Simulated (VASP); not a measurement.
# BeTe (F-43m) in VASP: further runs, part 2 of 2

VASP 6.6.1.

**4. Single point, PBEsol (volume scaled by 1.02)**

Contents of INCAR:

```
SYSTEM = BeTe
PREC     = Accurate       ! precision mode
ENCUT    = 600            ! plane-wave cutoff, eV
EDIFF    = 1E-6           ! SCF threshold, eV
ISMEAR   = 0              ! smearing method
SIGMA    = 0.05           ! smearing width, eV
LREAL    = .FALSE.        ! projectors in reciprocal space
LASPH    = .TRUE.         ! aspherical terms in the spheres
NELM     = 120            ! most SCF steps
ALGO     = Normal         ! electronic algorithm
ISIF     = 2              ! what is computed and relaxed
LWAVE    = .FALSE.        ! write WAVECAR
LCHARG   = .FALSE.        ! write CHGCAR
GGA      = PS             ! functional
NBANDS   = 11             ! bands
GGA_COMPAT= .FALSE.
```

Contents of KPOINTS:

```
Automatic mesh
0
G
  8 8 8
  0 0 0
```

Contents of POSCAR:

```
BeTe
1.0
    0.0000000000      2.8211269365      2.8211269365
    2.8211269365      0.0000000000      2.8211269365
    2.8211269365      2.8211269365      0.0000000000
Be Te
1 1
Direct
    0.0000000000      0.0000000000      0.0000000000
    0.7500000000      0.7500000000      0.7500000000
```

Potentials or basis: VASP PAW PBE potentials, release 64 (Be, Te).

Launch:

```console
cat potpaw_PBE.64/Be/POTCAR potpaw_PBE.64/Te/POTCAR > POTCAR
mpirun -np 1 vasp_std > vasp.out
```

OUTCAR:

```text
SYSTEM = BeTe
   PREC = Accurate
   ENCUT = 600
   EDIFF = 1E-6
   ISMEAR = 0
   LREAL = .FALSE.
   LASPH = .TRUE.
   NELM = 120
   ISIF = 2
   GGA = PS

 ion  position               nearest neighbor table
   1  0.000  0.000  0.000-   2 2.44   2 2.44   2 2.44   2 2.44
   2  0.750  0.750  0.750-   1 2.44   1 2.44   1 2.44   1 2.44

  LATTYP: Found a face centered cubic cell.
 ALAT       =     5.6422538730

  Lattice vectors:

 A1 = (   0.0000000000,   2.8211269365,   2.8211269365)
 A2 = (   2.8211269365,   0.0000000000,   2.8211269365)
 A3 = (   2.8211269365,   2.8211269365,   0.0000000000)

Analysis of symmetry for initial positions (statically):
=====================================================================
 Subroutine PRICEL returns:
 Original cell was already a primitive cell.

 Routine SETGRP: Setting up the symmetry group for a
 face centered cubic supercell.

 Subroutine GETGRP returns: Found 24 space group operations
 (whereof 24 operations were pure point group operations)
 out of a pool of 48 trial point group operations.

The static configuration has the point symmetry T_d .

Analysis of symmetry for dynamics (positions and initial velocities):
=====================================================================
 Subroutine PRICEL returns:
 Original cell was already a primitive cell.

 Routine SETGRP: Setting up the symmetry group for a
 face centered cubic supercell.

 Subroutine GETGRP returns: Found 24 space group operations
 (whereof 24 operations were pure point group operations)
 out of a pool of 48 trial point group operations.

The dynamic configuration has the point symmetry T_d .

 Subroutine INISYM returns: Found 24 space group operations
 (whereof 24 operations are pure point group operations),
 and found     1 'primitive' translations

----------------------------------------------------------------------------------------

                                     Primitive cell

  volume of cell :      44.9053

  direct lattice vectors                    reciprocal lattice vectors
[... 112 lines left out ...]
   GGA     = PS    functional components
   LHFCALC =     F    Hartree Fock is set to
   AEXX    =    0.0000 exact exchange contribution
   IVDW    =     0    specifies the selected vdW correction
   LEPSILON=     F    determine dielectric tensor
   LRPA    =     F    only Hartree local field effects (RPA)
 non-spin polarized calculation
 Gauss-broadening in eV      SIGMA  =   0.05
  energy-cutoff  :      600.00
  volume of cell :       44.91
 maximum number of plane-waves:      1524
   NGX = 15   NGY = 15   NGZ = 15

 number of electron       8.0000000 magnetization

 Free energy of the ion-electron system (eV)
  ---------------------------------------------------
  ext. energy  EPLUGINS =         0.00000000
  ---------------------------------------------------
  free energy    TOTEN  =        -8.21391918 eV

  energy without entropy =       -8.21391918  energy(sigma->0) =       -8.21391918

 E-fermi :   5.1913     XC(G=0):  -9.1802

 val. band max:        4.9420867593   @ k =   0.0000   0.0000   0.0000
 cond. band min:       6.8088708815   @ k =   0.5000   0.5000   0.0000
 fundamental gap:      1.8667841223
 Fermi energy:         5.1913240819

 k-point     1 :       0.0000    0.0000    0.0000
  band No.  band energies     occupation
      1      -7.3544      2.00000
      2       4.9421      2.00000
      3       4.9421      2.00000
      4       4.9421      2.00000
      5       8.5463      0.00000
      6       8.5463      0.00000
      7       8.5463      0.00000
      8       8.6343      0.00000
      9      13.1227      0.00000
     10      15.1715      0.00000
     11      15.1715      0.00000
[... 309 lines left out ...]
 k-point    24 :      -0.3750    0.2500    0.1250
  band No.  band energies     occupation
      1      -5.7811      2.00000
      2      -0.1729      2.00000
      3       2.0478      2.00000
      4       3.0405      2.00000
      5       9.0793      0.00000
      6       9.2775      0.00000
      7      11.5806      0.00000
      8      12.6382      0.00000
      9      13.3472      0.00000
     10      16.4452      0.00000
     11      16.7310      0.00000

 [... further k-points ...]
[... 5 lines left out ...]
  --------------------------------------------------------------------------------------
  -------------------------------------------------------------------------------------
  Total       -0.2571438     -0.2571438     -0.2571438     -0.0000000     -0.0000000      0.0000000
  in kB       -9.1746352     -9.1746352     -9.1746352     -0.0000000     -0.0000000      0.0000000
  external PRESSURE =      -9.1746352 kB  Pullay stress =       0.0000000 kB

 VOLUME and BASIS-vectors are now :
 -----------------------------------------------------------------------------
  energy-cutoff  :      600.00
  volume of cell :       44.91
      direct lattice vectors                 reciprocal lattice vectors
     0.000000000  2.821126936  2.821126936    -0.177234138  0.177234138  0.177234138
     2.821126936  0.000000000  2.821126936     0.177234138 -0.177234138  0.177234138
     2.821126936  2.821126936  0.000000000     0.177234138  0.177234138 -0.177234138

 POSITION                                       TOTAL-FORCE (eV/Angst)
 -----------------------------------------------------------------------------------
      0.00000      0.00000      0.00000         0.000000      0.000000      0.000000
      4.23169      4.23169      4.23169        -0.000000     -0.000000     -0.000000
 -----------------------------------------------------------------------------------
    total drift:                               -0.000000     -0.000000     -0.000000

  FREE ENERGIE OF THE ION-ELECTRON SYSTEM (eV)
  ---------------------------------------------------
  free  energy   TOTEN  =        -8.2139191760 eV

  energy  without entropy=       -8.2139191760  energy(sigma->0) =       -8.21391918
```

stdout:

```text
POSCAR found type information on POSCAR BeTe
 POSCAR found :  2 types and       2 ions
 scaLAPACK will be used
 -----------------------------------------------------------------------------
|                                                                             |
|                                                                             |
|     You enforced a specific xc type in the INCAR file but a different       |
|     I HOPE YOU KNOW WHAT YOU ARE DOING!                                     |
|                                                                             |
 -----------------------------------------------------------------------------

 LDA part: xc-table for (Slater+PW92), standard interpolation
 POSCAR, INCAR and KPOINTS ok, starting setup
 FFT: planning ... GRIDC
 FFT: planning ... GRID_SOFT
 FFT: planning ... GRID
 WAVECAR not read
 entering main loop
```

It took 19 s on 1 thread of Intel Xeon 8259CL, shared host; peak memory 0.18 GiB.

What came out:

```
Free energy            : -8.2139 eV
Pressure               : -0.9 GPa
Band gap on the k mesh : 1.87 eV, indirect (least direct gap 3.60 eV)
```

Caveat: the PAW data sets were made with another functional, which shifts forces and pressure a little; spin-orbit coupling is left out, which moves the levels of the heavy elements.

**5. Single point, PBEsol (volume scaled by 1.04)**

Contents of INCAR:

```
SYSTEM = BeTe
ALGO = Normal ; EDIFF = 1E-6
ENCUT = 600 ; GGA = PS
GGA_COMPAT = .FALSE. ; ISIF = 2
ISMEAR = 0 ; LASPH = .TRUE.
LCHARG = .TRUE. ; LELF = .TRUE.
LREAL = .FALSE. ; LVHAR = .TRUE.
LWAVE = .FALSE. ; NBANDS = 11
NELM = 120 ; PREC = Accurate
SIGMA = 0.05
```

Contents of KPOINTS:

```
k-points
0
G
  8 8 8
  0 0 0
```

Contents of POSCAR:

```
BeTe
1.0
    0.0000000000      2.8394464559      2.8394464559
    2.8394464559      0.0000000000      2.8394464559
    2.8394464559      2.8394464559      0.0000000000
Be Te
1 1
Direct
    0.0000000000      0.0000000000      0.0000000000
    0.7500000000      0.7500000000      0.7500000000
```

Launch:

```console
cat potpaw_PBE.64/Be/POTCAR potpaw_PBE.64/Te/POTCAR > POTCAR
mpirun -np 1 vasp_std > vasp.out
```

Wall time 19 s (1 thread of Intel Xeon 8259CL, shared host); peak memory 0.18 GiB.

The run converged. Its results:

```yaml
Free_energy: -8.2059 eV
Pressure: -2.0 GPa
Band_gap_on_the_k_mesh: 1.91 eV, indirect (least direct gap 3.55 eV)
```

Levels at points of the mesh, in eV from the valence-band top:
| k point | band 1 | band 2 | band 3 | band 4 | band 5 | band 6 | band 7 | band 8 |
| --- | --- | --- | --- | --- | --- | --- | --- | --- |
| (0.00, 0.00, 0.00) | -12.17 | 0.00 | 0.00 | 0.00 | 3.55 | 3.62 | 3.62 | 3.62 |
| (0.50, 0.00, 0.00) | -10.88 | -5.42 | -1.09 | -1.09 | 2.97 | 4.57 | 4.57 | 7.67 |
| (0.50, 0.50, 0.00) | -10.42 | -5.00 | -2.57 | -2.57 | 1.91 | 2.65 | 9.55 | 9.55 |

Caveat: the PAW data sets were made with another functional, which shifts forces and pressure a little; spin-orbit coupling is left out, which moves the levels of the heavy elements. A k mesh can miss the band edges.

**6. Single point, PBE+D3(BJ) (volume scaled by 1.02)**

Contents of INCAR:

```
PREC = Accurate ; ENCUT = 600
EDIFF = 1E-6 ; ISMEAR = 0
SIGMA = 0.05 ; LREAL = False
LASPH = True ; NELM = 120
ALGO = Normal ; ISIF = 2
LWAVE = False ; LCHARG = False
GGA = PE ; IVDW = 12
NBANDS = 11 ; GGA_COMPAT = False
```

Contents of KPOINTS:

```
regular mesh
0
Gamma
  8 8 8
```

Contents of POSCAR:

```
BeTe
1.0
    0.0000000000      2.8090987328      2.8090987328
    2.8090987328      0.0000000000      2.8090987328
    2.8090987328      2.8090987328      0.0000000000
Be Te
1 1
Direct
    0.0000000000      0.0000000000      0.0000000000
    0.7500000000      0.7500000000      0.7500000000
```

Potentials or basis: VASP PAW PBE potentials, release 64 (Be, Te).

Launch:

```console
cat potpaw_PBE.64/Be/POTCAR potpaw_PBE.64/Te/POTCAR > POTCAR
mpirun -np 1 vasp_std > vasp.out
```

It took 22 s on 1 thread of Intel Xeon 8259CL, shared host; peak memory 0.19 GiB.

Results (log left out):

```
Free energy                : -8.3009 eV
Pressure                   : -1.0 GPa
Band gap on the k mesh     : 1.96 eV, indirect (least direct gap 3.60 eV)
Dispersion energy per atom : -0.341 eV
```

Levels at points of the mesh, in eV from the valence-band top:
| k point | band 2 | band 3 | band 4 | band 5 | band 6 | band 7 |
| --- | --- | --- | --- | --- | --- | --- |
| (0.00, 0.00, 0.00) | 0.00 | 0.00 | 0.00 | 3.60 | 3.60 | 3.60 |
| (0.50, 0.00, 0.00) | -5.59 | -1.15 | -1.15 | 3.10 | 4.59 | 4.59 |
| (0.50, 0.50, 0.00) | -5.15 | -2.67 | -2.67 | 1.96 | 2.66 | 9.75 |

Caveat: spin-orbit coupling is left out, which moves the levels of the heavy elements. A k mesh can miss the band edges.

**7. Summary**

```tsv
level	cell	gap on the mesh (eV)	pressure (GPa)
RPBE+D4	a = 3.983 Å, angles 60.0°, 2 atoms	2.07	-2.2
PBEsol	a = 3.963 Å, angles 60.0°, 2 atoms	1.82	0.2
PBEsol	a = 3.990 Å, angles 60.0°, 2 atoms	1.87	-0.9
PBEsol	a = 4.016 Å, angles 60.0°, 2 atoms	1.91	-2.0
PBE+D3(BJ)	a = 3.973 Å, angles 60.0°, 2 atoms	1.96	-1.0
```

Alike in all rows: task single point; potentials or basis VASP PAW PBE potentials, release 64 (Be, Te); no spin polarisation; k mesh 8 × 8 × 8; cutoff (eV) 600; smearing gaussian 0.05 eV.

Caveats: spin-orbit coupling is left out, which moves the levels of the heavy elements; the PAW data sets were made with another functional, which shifts forces and pressure a little (some runs).

Total energies depend on the potentials used, so only differences within one code and one set of settings carry meaning.
